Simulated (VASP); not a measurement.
# Bi (R-3m) in VASP: a series of runs, part 2 of 2

VASP 6.6.1. Earlier steps stand in the parts before.

### Step 3. Single point, PBEsol (strain +0.000 along x and y, +0.030 along z)

INCAR

```
  PREC = Accurate
  ENCUT = 520
  EDIFF = 1E-6
  ISMEAR = 0
  SIGMA = 0.15
  LREAL = False
  LASPH = True
  NELM = 80
  ALGO = Fast
  ISIF = 2
  LWAVE = False
  LCHARG = False
  GGA = PS
  NBANDS = 22
```

KPOINTS

```
regular mesh
0
Gamma
  12 12 12
```

POSCAR

```
Bi
1.0
    2.2729996784      1.3123169762      4.0726200000
   -2.2729996784      1.3123169762      4.0726200000
    0.0000000000     -2.6246339523      4.0726200000
Bi
2
Direct
    0.2338900000      0.2338900000      0.2338900000
    0.7661100000      0.7661100000      0.7661100000
```

Potentials or basis: VASP PAW PBE potentials, release 64 (Bi_d).

On the command line:

```
$ cat potpaw_PBE.64/Bi_d/POTCAR > POTCAR
$ mpirun -np 1 vasp_std > vasp.out
```

OUTCAR:

```text
PREC = Accurate
   ENCUT = 520
   EDIFF = 1E-6
   ISMEAR = 0
   LREAL = False
   LASPH = True
   NELM = 80
   ISIF = 2
   GGA = PS

 ion  position               nearest neighbor table
   1  0.234  0.234  0.234-   2 3.10   2 3.10   2 3.10   2 3.58   2 3.58   2 3.58
   2  0.766  0.766  0.766-   1 3.10   1 3.10   1 3.10   1 3.58   1 3.58   1 3.58

  LATTYP: Found a trigonal (rhomboedric) cell.
 ALAT       =     4.8450941217
 COS(alpha) =     0.5598260794

  Lattice vectors:

 A1 = (   2.2729996784,   1.3123169762,   4.0726200000)
[... 190 lines left out ...]
      4     -16.8814      2.00000
      5     -16.8711      2.00000
      6     -16.7145      2.00000
[... 589 lines left out ...]
     21      13.7982      0.00000
     22      15.3832      0.00000

 [... further k-points ...]
[... 5 lines left out ...]
  --------------------------------------------------------------------------------------
  -------------------------------------------------------------------------------------
  Total       -0.7574675     -0.7574675     -0.9526933     -0.0000000     -0.0000000      0.0000000
  in kB      -16.6498890    -16.6498890    -20.9411452     -0.0000000     -0.0000000      0.0000000
  external PRESSURE =     -18.0803077 kB  Pullay stress =       0.0000000 kB

 VOLUME and BASIS-vectors are now :
 -----------------------------------------------------------------------------
  energy-cutoff  :      520.00
  volume of cell :       72.89
      direct lattice vectors                 reciprocal lattice vectors
     2.272999678  1.312316976  4.072620000     0.219973634  0.127001837  0.081847394
    -2.272999678  1.312316976  4.072620000    -0.219973634  0.127001837  0.081847394
     0.000000000 -2.624633952  4.072620000     0.000000000 -0.254003674  0.081847394

 POSITION                                       TOTAL-FORCE (eV/Angst)
 -----------------------------------------------------------------------------------
      0.00000      0.00000      2.85764         0.000000     -0.000000     -0.058191
      0.00000      0.00000      9.36022         0.000000      0.000000      0.058191
 -----------------------------------------------------------------------------------
    total drift:                                0.000000     -0.000000      0.000000

  FREE ENERGIE OF THE ION-ELECTRON SYSTEM (eV)
  ---------------------------------------------------
  free  energy   TOTEN  =        -8.5816705215 eV

  energy  without entropy=       -8.5790458454  energy(sigma->0) =       -8.58035818
```

OSZICAR:

```text
N       E                     dE             d eps       ncg     rms          rms(c)
DAV:   1     0.306982693171E+03    0.30698E+03   -0.16190E+04  8322   0.162E+03
DAV:   2     0.175028722416E+02   -0.28948E+03   -0.28245E+03  8448   0.434E+02
DAV:   3    -0.768721843215E+01   -0.25190E+02   -0.24917E+02 10106   0.142E+02
DAV:   4    -0.856259149604E+01   -0.87537E+00   -0.87488E+00 10388   0.292E+01
DAV:   5    -0.859782799690E+01   -0.35237E-01   -0.35236E-01 11942   0.527E+00    0.108E+00
RMM:   6    -0.858589017631E+01    0.11938E-01   -0.17009E-02 10067   0.144E+00    0.639E-01
RMM:   7    -0.858130141512E+01    0.45888E-02   -0.18290E-02  9740   0.134E+00    0.113E-01
RMM:   8    -0.858151153869E+01   -0.21012E-03   -0.43200E-03 11506   0.717E-01    0.258E-02
RMM:   9    -0.858167038184E+01   -0.15884E-03   -0.16554E-03 14233   0.316E-01    0.319E-02
RMM:  10    -0.858169541760E+01   -0.25036E-04   -0.16911E-04 14386   0.999E-02    0.435E-02
RMM:  11    -0.858167720089E+01    0.18217E-04   -0.28099E-05 10074   0.464E-02    0.175E-02
RMM:  12    -0.858167231103E+01    0.48899E-05   -0.10691E-05 10913   0.395E-02    0.952E-03
RMM:  13    -0.858167101046E+01    0.13006E-05   -0.41714E-06  7043   0.186E-02    0.574E-03
RMM:  14    -0.858167052152E+01    0.48895E-06   -0.12078E-06  5136   0.121E-02
   1 F= -.85816705E+01 E0= -.85803582E+01  d E =-.262468E-02
```

stdout:

```text
POSCAR found type information on POSCAR Bi
 POSCAR found :  1 types and       2 ions
 scaLAPACK will be used
 -----------------------------------------------------------------------------
|                                                                             |
|                                                                             |
|     You enforced a specific xc type in the INCAR file but a different       |
|     I HOPE YOU KNOW WHAT YOU ARE DOING!                                     |
|                                                                             |
 -----------------------------------------------------------------------------

 LDA part: xc-table for (Slater+PW92), standard interpolation
 POSCAR, INCAR and KPOINTS ok, starting setup
 FFT: planning ... GRIDC
 FFT: planning ... GRID_SOFT
 FFT: planning ... GRID
 WAVECAR not read
 entering main loop
WARNING in EDDRMM: call to ZHEGV failed, returncode =   6  3     22
WARNING in EDDRMM: call to ZHEGV failed, returncode =   8  4     21
```

Wall time 12 min (1 thread of Intel Xeon 8259CL, shared host); peak memory 0.35 GiB.

What came out:

```
Free energy            : -8.5817 eV
Pressure               : -1.8 GPa
Largest force          : 0.058 eV/Å
Band gap on the k mesh : zero (bands 15 and 16 overlap by 0.25 eV)
```

Forces in eV/Å, atoms in the order of the input:
```
Bi   0.000  0.000 -0.058
Bi   0.000  0.000  0.058
```

Caveat: the cell differs from its parent crystal (strain +0.000 along x and y, +0.030 along z); the PAW data sets were made with another functional, which shifts forces and pressure a little; spin-orbit coupling is left out, which moves the levels of the heavy elements.

### Step 4. Single point, PBEsol (strain +0.030 along x and y, -0.030 along z)

INCAR

```
  PREC = Accurate
  ENCUT = 520
  EDIFF = 1E-6
  ISMEAR = 0
  SIGMA = 0.15
  LREAL = F
  LASPH = T
  NELM = 100
  ALGO = Fast
  ISIF = 2
  LWAVE = F
  LCHARG = F
  GGA = PS
  NBANDS = 22
```

KPOINTS is that of step 3.

POSCAR

```
Bi
1.0
    2.3411896687      1.3516864855      3.8353800000
   -2.3411896687      1.3516864855      3.8353800000
    0.0000000000     -2.7033729709      3.8353800000
Bi
2
Direct
    0.2338900000      0.2338900000      0.2338900000
    0.7661100000      0.7661100000      0.7661100000
```

On the command line:

```
$ cat potpaw_PBE.64/Bi_d/POTCAR > POTCAR
$ mpirun -np 1 vasp_std > vasp.out
```

It took 12 min on 1 thread of Intel Xeon 8259CL, shared host; peak memory 0.34 GiB.

The run converged. Its results:

```yaml
Free_energy: -8.5613 eV
Pressure: -2.2 GPa
Largest_force: 0.094 eV/Å
Band_gap_on_the_k_mesh: zero (bands 15 and 16 overlap by 0.15 eV)
```

Forces in eV/Å, atoms in the order of the input:
```
Bi   0.000  0.000  0.094
Bi   0.000  0.000 -0.094
```

Stress tensor (GPa, compression positive):
```
-2.87  0.00  0.00
 0.00 -2.87  0.00
 0.00  0.00 -0.91
```

Levels at points of the mesh, in eV from the Fermi level:
```csv
k point,band 13,band 14,band 15,band 16,band 17,band 18
"(0.00, 0.00, 0.00)",-1.29,-1.29,-0.97,2.50,3.01,3.01
"(0.50, 0.00, 0.00)",-1.07,-0.91,-0.29,-0.19,0.82,1.02
"(0.50, 0.50, 0.00)",-4.45,-2.91,-2.66,2.41,4.92,5.27
"(0.50, 0.50, 0.50)",-1.18,-0.70,-0.70,0.52,0.52,0.53
```

Caveat: the cell differs from its parent crystal (strain +0.030 along x and y, -0.030 along z); the PAW data sets were made with another functional, which shifts forces and pressure a little; spin-orbit coupling is left out, which moves the levels of the heavy elements.

### Step 5. Single point, PBEsol (strain +0.015 along x and y, +0.000 along z)

INCAR

```
SYSTEM = Bi
ALGO = Fast
EDIFF = 1E-7
ENCUT = 520
GGA = PS
ISIF = 2
ISMEAR = 0
LASPH = .True.
LCHARG = .False.
LREAL = .False.
LWAVE = .False.
NBANDS = 22
NELM = 80
PREC = Accurate
SIGMA = 0.15
```

KPOINTS

```
k-points
0
Gamma
  12 12 12
  0 0 0
```

POSCAR

```
Bi
1.0
    2.3070946736      1.3320017308      3.9540000000
   -2.3070946736      1.3320017308      3.9540000000
    0.0000000000     -2.6640034616      3.9540000000
Bi
2
Direct
    0.2338900000      0.2338900000      0.2338900000
    0.7661100000      0.7661100000      0.7661100000
```

On the command line:

```
$ cat potpaw_PBE.64/Bi_d/POTCAR > POTCAR
$ mpirun -np 1 vasp_std > vasp.out
```

Wall time 13 min (1 thread of Intel Xeon 8259CL, shared host); peak memory 0.34 GiB.

Results (log left out):

```yaml
Free_energy: -8.5792 eV
Pressure: -2.0 GPa
Largest_force: 0.025 eV/Å
Band_gap_on_the_k_mesh: zero (bands 15 and 16 overlap by 0.18 eV)
```

Forces on the atoms (eV/Å):
```
Bi   0.000  0.000  0.025
Bi   0.000  0.000 -0.025
```

Stress tensor (GPa, compression positive):
```
-2.30  0.00  0.00
 0.00 -2.30  0.00
 0.00  0.00 -1.52
```

Levels at points of the mesh, in eV from the Fermi level:
| k point | band 13 | band 14 | band 15 | band 16 | band 17 | band 18 |
| --- | --- | --- | --- | --- | --- | --- |
| (0.00, 0.00, 0.00) | -1.29 | -1.19 | -1.19 | 2.45 | 2.92 | 2.92 |
| (0.50, 0.00, 0.00) | -1.20 | -1.12 | -0.27 | -0.25 | 0.62 | 1.04 |
| (0.50, 0.50, 0.00) | -4.49 | -2.83 | -2.81 | 2.38 | 4.81 | 5.29 |
| (0.50, 0.50, 0.50) | -1.02 | -0.61 | -0.61 | 0.65 | 0.66 | 0.66 |

Caveat: the cell differs from its parent crystal (strain +0.015 along x and y, +0.000 along z); the PAW data sets were made with another functional, which shifts forces and pressure a little; spin-orbit coupling is left out, which moves the levels of the heavy elements.

### Step 6. Overview

```csv
cell,further INCAR settings,gap on the mesh (eV),pressure (GPa),largest force (eV/Å)
"a = 4.719 Å, angles 58.5°, 2 atoms",ALGO = Fast; EDIFF = 1e-06; NBANDS = 22,none,-1.5,0.11
"a = 4.845 Å, angles 56.0°, 2 atoms",ALGO = Fast; EDIFF = 1e-06; NBANDS = 22,none,-1.8,0.06
"a = 4.692 Å, angles 59.9°, 2 atoms",ALGO = Fast; EDIFF = 1e-06; NBANDS = 22,none,-2.2,0.09
"a = 4.768 Å, angles 57.9°, 2 atoms",ALGO = Fast; EDIFF = 1e-07; NBANDS = 22,none,-2.0,0.02
```

Alike in all rows: task single point; level PBEsol; potentials or basis VASP PAW PBE potentials, release 64 (Bi_d); no spin polarisation; k mesh 12 × 12 × 12; cutoff (eV) 520; smearing gaussian 0.15 eV.

Caveats: the PAW data sets were made with another functional, which shifts forces and pressure a little; spin-orbit coupling is left out, which moves the levels of the heavy elements.

Absolute energies hang on the potentials; compare differences alone.
